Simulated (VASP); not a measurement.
# PtSe2 (P-3m1) in VASP: further runs, part 2 of 2

VASP 6.6.1. Earlier steps stand in the parts before.

## 4. Single point, LDA

This run uses another cell than the first one, of 16.58 Å³/atom, 0.861 times its volume.

INCAR

```
  ALGO = Normal
  EDIFF = 1E-6
  ENCUT = 520
  GGA = CA
  ISIF = 2
  ISMEAR = -1
  LASPH = True
  LCHARG = True
  LELF = True
  LREAL = False
  LVHAR = True
  LWAVE = False
  NBANDS = 18
  NELM = 100
  PREC = Accurate
  SIGMA = 0.15
```

KPOINTS

```
k-points
0
Gamma
  12 12 8
```

POSCAR

```
PtSe2
1.0
    3.6504435112      0.0000000000      0.0000000000
   -1.8252217556      3.1613768158      0.0000000000
    0.0000000000      0.0000000000      4.3111458028
Pt Se
1 2
Direct
    0.0000000000      0.0000000000      0.0000000000
    0.3333333333      0.6666666667      0.2872019399
    0.6666666667      0.3333333333      0.7127980601
```

Potentials or basis: VASP PAW LDA potentials, release 64 (Pt, Se).

Command:

```sh
$ cat potpaw_LDA.64/Pt/POTCAR potpaw_LDA.64/Se/POTCAR > POTCAR
$ mpirun -np 1 vasp_std > vasp.out
```

OUTCAR:

```text
EDIFF = 1E-6
   ENCUT = 520
   GGA = CA
   ISIF = 2
   ISMEAR = -1
   LASPH = True
   LREAL = False
   NELM = 100
   PREC = Accurate

 ion  position               nearest neighbor table
   1  0.000  0.000  0.000-   2 2.44   3 2.44   3 2.44   2 2.44   3 2.44   2 2.44
   2  0.333  0.667  0.287-   1 2.44   1 2.44   1 2.44
   3  0.667  0.333  0.713-   1 2.44   1 2.44   1 2.44

  LATTYP: Found a hexagonal cell.
 ALAT       =     3.6504435112
 C/A-ratio  =     1.1809923341

  Lattice vectors:

 A1 = (   3.6504435112,   0.0000000000,   0.0000000000)
 A2 = (  -1.8252217556,   3.1613768158,   0.0000000000)
 A3 = (   0.0000000000,   0.0000000000,   4.3111458028)

Analysis of symmetry for initial positions (statically):
=====================================================================
 Subroutine PRICEL returns:
 Original cell was already a primitive cell.

 Routine SETGRP: Setting up the symmetry group for a
 hexagonal supercell.

 Subroutine GETGRP returns: Found 12 space group operations
 (whereof 12 operations were pure point group operations)
 out of a pool of 24 trial point group operations.

The static configuration has the point symmetry D_3d.

Analysis of symmetry for dynamics (positions and initial velocities):
=====================================================================
 Subroutine PRICEL returns:
 Original cell was already a primitive cell.

 Routine SETGRP: Setting up the symmetry group for a
 hexagonal supercell.

 Subroutine GETGRP returns: Found 12 space group operations
 (whereof 12 operations were pure point group operations)
 out of a pool of 24 trial point group operations.

The dynamic configuration has the point symmetry D_3d.

 Subroutine INISYM returns: Found 12 space group operations
[... 106 lines left out ...]
   ISYM   =      2    0-nonsym 1-usesym 2-fastsym
   POTIM  = 0.5000    time-step for ionic-motion
   TEBEG  =    0.0;   TEEND  =   0.0 temperature during run
   PSTRESS=    0.0 pullay stress
   NELECT =      22.0000    total number of electrons
   NUPDOWN=      -1.0000    fix difference up-down
   EMIN   =  10.00;   EMAX   =-10.00  energy-range for DOS
   EFERMI =   0.00;   METHOD = LEGACY
   ISMEAR =    -1;   SIGMA  =   0.15  broadening in eV -4-tet -1-fermi 0-gaus
   EFERMI_NEDOS =   21; number of points for ismear=-14 and -15
   IALGO  =     38    algorithm
   IMIX   =      4    mixing-type and parameters
     AMIX     =   0.40;   BMIX     =  1.00
     AMIX_MAG =   1.60;   BMIX_MAG =  1.00
  volume/ion in A,a.u.               =      16.58       111.92
  Fermi-wavevector in a.u.,A,eV,Ry     =   1.247223  2.356910 21.164757  1.555566
  Thomas-Fermi vector in A             =   2.381365
   LORBIT       =      0    0 simple, 1 ext, 2 COOP (PROOUT), +10 PAW based schemes
   GGA     = CA    functional components
   LHFCALC =     F    Hartree Fock is set to
   AEXX    =    0.0000 exact exchange contribution
   IVDW    =     0    specifies the selected vdW correction
   LEPSILON=     F    determine dielectric tensor
   LRPA    =     F    only Hartree local field effects (RPA)
 non-spin polarized calculation
  energy-cutoff  :      520.00
  volume of cell :       49.75
 maximum number of plane-waves:      1359
   NGX = 13   NGY = 13   NGZ = 17

 number of electron      22.0000000 magnetization

 Free energy of the ion-electron system (eV)
  ---------------------------------------------------
  ext. energy  EPLUGINS =         0.00000000
  ---------------------------------------------------
  free energy    TOTEN  =       -16.73809493 eV

  energy without entropy =      -16.68617467  energy(sigma->0) =      -16.71213480

 E-fermi :   9.1810     XC(G=0): -11.9931

 val. band max:        9.1660514770   @ k =   0.0000   0.1667   0.2500
 cond. band min:       9.1960118540   @ k =   0.0000   0.3333   0.3750
 fundamental gap:      0.0299603770
 Fermi energy:         9.1809533790

 k-point     1 :       0.0000    0.0000    0.0000
  band No.  band energies     occupation
      1      -7.9957      2.00000
      2      -3.1518      2.00000
      3       0.9835      2.00000
      4       2.0477      2.00000
      5       2.0477      2.00000
      6       4.9354      2.00000
[... 481 lines left out ...]
      5       2.9710      2.00000
      6       3.9519      2.00000
[... 10 lines left out ...]
     17      17.9377      0.00000
     18      18.4771      0.00000

 [... further k-points ...]
[... 5 lines left out ...]
  --------------------------------------------------------------------------------------
  -------------------------------------------------------------------------------------
  Total        5.8379711      5.8379711      5.7691680      0.0000000      0.0000000      0.0000000
  in kB      188.0000303    188.0000303    185.7843631      0.0000000      0.0000000      0.0000000
  external PRESSURE =     187.2614746 kB  Pullay stress =       0.0000000 kB

 VOLUME and BASIS-vectors are now :
 -----------------------------------------------------------------------------
  energy-cutoff  :      520.00
  volume of cell :       49.75
      direct lattice vectors                 reciprocal lattice vectors
     3.650443511  0.000000000  0.000000000     0.273939316  0.158158938  0.000000000
    -1.825221756  3.161376816  0.000000000     0.000000000  0.316317876  0.000000000
     0.000000000  0.000000000  4.311145803     0.000000000  0.000000000  0.231956896

 POSITION                                       TOTAL-FORCE (eV/Angst)
 -----------------------------------------------------------------------------------
      0.00000      0.00000      0.00000         0.000000      0.000000      0.000000
     -0.00000      2.10758      1.23817        -0.000000      0.000000      0.058714
      1.82522      1.05379      3.07298         0.000000      0.000000     -0.058714
 -----------------------------------------------------------------------------------
    total drift:                               -0.000000     -0.000000     -0.000000

  FREE ENERGIE OF THE ION-ELECTRON SYSTEM (eV)
  ---------------------------------------------------
  free  energy   TOTEN  =       -16.7380949330 eV

  energy  without entropy=      -16.6861746715  energy(sigma->0) =      -16.71213480
```

Run time: 39 s. Hardware: 1 thread of Intel Xeon 6975P-C, shared host; peak memory 0.24 GiB.

Results:

```yaml
Free_energy: -16.7381 eV
Pressure: 18.7 GPa
Largest_force: 0.059 eV/Å
Band_gap_on_the_k_mesh: zero (band 11 reaches 9.81 eV, above the bottom of band 12 at 9.15 eV)
```

Forces in eV/Å, atoms in the order of the input:
```
Pt   0.000  0.000  0.000
Se   0.000  0.000  0.059
Se   0.000  0.000 -0.059
```

Levels at points of the mesh, in eV from the Fermi level:
| k point | band 8 | band 9 | band 10 | band 11 | band 12 | band 13 | band 14 | band 15 |
| --- | --- | --- | --- | --- | --- | --- | --- | --- |
| (0.00, 0.00, 0.00) | -2.64 | -1.07 | -1.07 | 0.53 | 0.53 | 1.00 | 2.92 | 5.08 |
| (0.50, 0.00, 0.00) | -3.68 | -3.60 | -3.41 | -3.26 | 0.56 | 3.50 | 5.82 | 6.74 |
| (0.00, 0.00, 0.50) | -3.11 | -2.50 | -2.50 | -1.72 | 3.02 | 3.02 | 5.34 | 6.40 |
| (0.50, 0.00, 0.50) | -3.68 | -3.33 | -2.57 | -1.09 | 0.10 | 2.02 | 5.14 | 6.44 |

Caveat: spin-orbit coupling is left out, which moves the levels of the heavy elements.

## 5. Relaxation of cell and atoms, LDA, target pressure 18 GPa, at which the enthalpy is minimised

This run uses another cell than the first one, of 17.85 Å³/atom, 0.927 times its volume.

INCAR

```
SYSTEM = PtSe2
  ALGO = Normal
  EDIFF = 1E-6
  EDIFFG = -0.001
  ENCUT = 600
  IBRION = 2
  ISIF = 3
  ISMEAR = -1
  LASPH = .TRUE.
  LCHARG = .FALSE.
  LREAL = .FALSE.
  LWAVE = .FALSE.
  NELM = 60
  NSW = 80
  PREC = Accurate
  PSTRESS = 180.0
  SIGMA = 0.15
```

KPOINTS

```
k-points
0
G
  12 12 8
  0 0 0
```

POSCAR

```
PtSe2
1.0
    3.7011727533      0.0000000000      0.0000000000
   -1.8505863767      3.2053096281      0.0000000000
    0.0000000000      0.0000000000      4.5139199895
Pt Se
1 2
Direct
    0.0000000000      0.0000000000      0.0000000000
    0.3333333333      0.6666666667      0.2775109333
    0.6666666667      0.3333333333      0.7224890667
```

Potentials or basis: VASP PAW LDA potentials, release 64 (Pt, Se).

Command:

```sh
$ cat potpaw_LDA.64/Pt/POTCAR potpaw_LDA.64/Se/POTCAR > POTCAR
$ mpirun -np 1 vasp_std > vasp.out
```

OUTCAR:

```text
SYSTEM = PtSe2
   EDIFF = 1E-6
   EDIFFG = -0.001
   ENCUT = 600
   IBRION = 2
   ISIF = 3
   ISMEAR = -1
   LASPH = .TRUE.
   LREAL = .FALSE.
   NELM = 60
   NSW = 80
   PREC = Accurate
   PSTRESS = 180.0

 ion  position               nearest neighbor table
   1  0.000  0.000  0.000-   2 2.48   3 2.48   2 2.48   3 2.48   3 2.48   2 2.48
   2  0.333  0.667  0.278-   1 2.48   1 2.48   1 2.48
   3  0.667  0.333  0.722-   1 2.48   1 2.48   1 2.48

  LATTYP: Found a hexagonal cell.
 ALAT       =     3.7011727533
 C/A-ratio  =     1.2195918133

  Lattice vectors:

 A1 = (   3.7011727533,   0.0000000000,   0.0000000000)
 A2 = (  -1.8505863767,   3.2053096281,   0.0000000000)
 A3 = (   0.0000000000,   0.0000000000,   4.5139199895)

Analysis of symmetry for initial positions (statically):
=====================================================================
 Subroutine PRICEL returns:
 Original cell was already a primitive cell.

 Routine SETGRP: Setting up the symmetry group for a
 hexagonal supercell.

 Subroutine GETGRP returns: Found 12 space group operations
 (whereof 12 operations were pure point group operations)
 out of a pool of 24 trial point group operations.

The static configuration has the point symmetry D_3d.

Analysis of symmetry for dynamics (positions and initial velocities):
=====================================================================
 Subroutine PRICEL returns:
 Original cell was already a primitive cell.

 Routine SETGRP: Setting up the symmetry group for a
[... 204 lines left out ...]

 k-point     1 :       0.0000    0.0000    0.0000
  band No.  band energies     occupation
      1      -7.3945      2.00000
      2      -1.8894      2.00000
      3       1.4583      2.00000
      4       2.6351      2.00000
      5       2.6351      2.00000
      6       5.8139      2.00000
      7       5.8139      2.00000
      8       7.9151      2.00000
      9       9.7600      1.99978
     10       9.7600      1.99978
     11      11.8769      0.01365
     12      11.8769      0.01365
     13      12.4688      0.00027
     14      13.1104      0.00000
[... 488 lines left out ...]
  energy  without entropy=      -16.7801919467  energy(sigma->0) =      -16.80728559

  enthalpy is  TOTEN    =       -11.1101160652 eV   P V=        5.7242631613

[... ionic steps 4 to 24 ...]

--------------------------------------- Ionic step       25  -------------------------------------------

 number of electron      21.9999998 magnetization

------------------------ aborting loop because EDIFF is reached ----------------------------------------
[... 73 lines left out ...]
--------------------------------------- Ionic step       27  -------------------------------------------

 number of electron      21.9999998 magnetization

 Free energy of the ion-electron system (eV)
  ---------------------------------------------------
  ext. energy  EPLUGINS =         0.00000000
  ---------------------------------------------------
  free energy    TOTEN  =       -16.75493919 eV

  energy without entropy =      -16.70278020  energy(sigma->0) =      -16.72885969

 E-fermi :   9.1286     XC(G=0): -11.9798

 val. band max:        9.1128238460   @ k =   0.0000   0.2500   0.2500
 cond. band min:       9.1407439894   @ k =   0.0000   0.3333   0.3750
 fundamental gap:      0.0279201433
 Fermi energy:         9.1286499406

 k-point     1 :       0.0000    0.0000    0.0000
  band No.  band energies     occupation
      1      -8.0133      2.00000
      2      -3.1887      2.00000
      3       0.9689      2.00000
      4       2.0338      2.00000
      5       2.0338      2.00000
      6       4.9116      2.00000
      7       4.9116      2.00000
      8       6.5032      2.00000
      9       8.0705      1.99827
     10       8.0705      1.99827
     11       9.6558      0.05780
     12       9.6558      0.05780
     13      10.1191      0.00271
     14      12.0750      0.00000
[... 449 lines left out ...]
  energy  without entropy=      -16.7027801977  energy(sigma->0) =      -16.72885969

  enthalpy is  TOTEN    =       -11.1495928246 eV   P V=        5.6053463617

 reached required accuracy - stopping structural energy minimisation
```

OSZICAR:

```text
N       E                     dE             d eps       ncg     rms          rms(c)
DAV:   1     0.127261243962E+03    0.12726E+03   -0.11437E+04  3962   0.148E+03
DAV:   2    -0.121341841817E+02   -0.13940E+03   -0.13630E+03  4931   0.262E+02
DAV:   3    -0.177275873953E+02   -0.55934E+01   -0.55206E+01  4959   0.537E+01
DAV:   4    -0.177710865102E+02   -0.43499E-01   -0.43488E-01  4644   0.518E+00
[... 159 lines left out ...]
DAV:   2    -0.167543939110E+02    0.23363E-08   -0.16210E-08  1965   0.101E-03
  26 F= -.11149593E+02 E0= -.11123518E+02  d E =-.517515E-06
       N       E                     dE             d eps       ncg     rms          rms(c)
DAV:   1    -0.167549405191E+02   -0.54661E-03   -0.31582E-05  4294   0.498E-02    0.797E-03
DAV:   2    -0.167549394021E+02    0.11170E-05   -0.67967E-06  4054   0.271E-02    0.511E-03
DAV:   3    -0.167549391863E+02    0.21578E-06   -0.54494E-07  1972   0.811E-03
  27 F= -.11149593E+02 E0= -.11123513E+02  d E =-.231362E-06
```

CONTCAR:

```text
PtSe2
   1.00000000000000
     3.6543421523934940   -0.0000000000679820   -0.0000000000000000
    -1.8271710763049880    3.1647531379512732    0.0000000000000000
     0.0000000000000000   -0.0000000000000000    4.3141126783208739
  Pt              Se
     1     2
Direct
     0.0000000000000000    0.0000000000000000    0.0000000000000000
     0.3333333332999970    0.6666666667000030    0.2875519824406518
     0.6666666667000030    0.3333333332999970    0.7124480175593484

  0.00000000E+00  0.00000000E+00  0.00000000E+00
  0.00000000E+00  0.00000000E+00  0.00000000E+00
  0.00000000E+00  0.00000000E+00  0.00000000E+00
```

Wall time 16 min (1 thread of Intel Xeon 6975P-C, shared host); peak memory 0.28 GiB.

Results:

```yaml
Free_energy: -16.7549 eV
Relaxed_volume: 16.63 Å³/atom
Relaxed_cell: a = 3.654 Å, b = 3.654 Å, c = 4.314 Å, α = 90.00°, β = 90.00°, γ = 120.00°
Space_group_after_relaxing_to_0.05_Å: P-3m1 (No. 164)
Energy_change_on_relaxing_the_enthalpy_is_what_falls: +93.0 meV/atom
Ionic_steps: 27
Pressure_after_relaxing: 18.0 GPa
Band_gap_on_the_k_mesh: zero (band 11 reaches 9.75 eV, above the bottom of band 12 at 9.10 eV)
```

Step by step:
```
step  energy change (eV)  largest force (eV/Å)  pressure (GPa)  volume (Å³)
   1              0.0000                0.0548            7.59        53.55
   2              1.4302                2.4732           53.40        45.06
   3              0.1996                0.6163           17.56        50.95
   4              0.2106                0.6400           18.02        50.85
   5              0.2439                0.2691           18.05        50.28
   6              0.2871                0.0394           18.29        49.83
   7              0.2845                0.0227           18.27        49.85
   8              0.2616                0.0528           17.31        50.05
   9              0.2695                0.0422           17.65        49.98
  10              0.2741                0.0097           17.87        49.94
  11              0.2775                0.0124           18.01        49.91
  12              0.2773                0.0064           17.96        49.91
  13              0.2772                0.0024           17.93        49.91
  14              0.2788                0.0013           17.98        49.90
  15              0.2792                0.0013           17.99        49.89
  16              0.2792                0.0011           17.99        49.89
  17              0.2793                0.0011           17.99        49.89
  18              0.2793                0.0013           17.99        49.89
  19              0.2794                0.0014           18.00        49.89
  20              0.2796                0.0022           18.01        49.89
  21              0.2801                0.0039           18.05        49.88
  22              0.2798                0.0031           18.03        49.89
  23              0.2797                0.0027           18.02        49.89
  24              0.2796                0.0025           18.02        49.89
  25              0.2796                0.0025           18.01        49.89
  26              0.2796                0.0024           18.01        49.89
  27              0.2791                0.0004           18.00        49.89
```

Final structure:
```
CELL_PARAMETERS angstrom
3.65434 0.00000 0.00000
-1.82717 3.16475 0.00000
0.00000 0.00000 4.31411
ATOMIC_POSITIONS crystal
Pt 0.00000 0.00000 0.00000
Se 0.33333 0.66667 0.28755
Se 0.66667 0.33333 0.71245
```

Caveat: the cell is relaxed towards a set pressure, so the enthalpy falls and the energy may rise; spin-orbit coupling is left out, which moves the levels of the heavy elements. LDA usually gives volumes a few per cent too small.

## 6. Summary

| task | cell | cutoff (eV) | smearing | gap on the mesh (eV) | pressure (GPa) | largest force (eV/Å) |
| --- | --- | --- | --- | --- | --- | --- |
| single point | a = 3.741, b = 3.741, c = 4.764 Å, angles 90.0, 90.0, 120.0°, 3 atoms | 520 | gaussian 0.1 eV | none | 0.4 | 0.05 |
| single point | a = 3.741, b = 3.741, c = 4.764 Å, angles 90.0, 90.0, 120.0°, 3 atoms | 520 | fermi-dirac 0.15 eV | none | 0.4 | 0.05 |
| single point | a = 3.650, b = 3.650, c = 4.311 Å, angles 90.0, 90.0, 120.0°, 3 atoms | 520 | fermi-dirac 0.15 eV | none | 18.7 | 0.06 |
| relaxation of cell and atoms | relaxed to 18 GPa from a = 3.701, b = 3.701, c = 4.514 Å, angles 90.0, 90.0, 120.0°, 3 atoms | 600 | fermi-dirac 0.15 eV | none | 18.0 | - |

Alike in all rows: level LDA; potentials or basis VASP PAW LDA potentials, release 64 (Pt, Se); no spin polarisation; k mesh 12 × 12 × 8.

Caveats: spin-orbit coupling is left out, which moves the levels of the heavy elements; the cell is relaxed towards a set pressure, so the enthalpy falls and the energy may rise (some runs).

Total energies depend on the potentials used, so only differences within one code and one set of settings carry meaning.
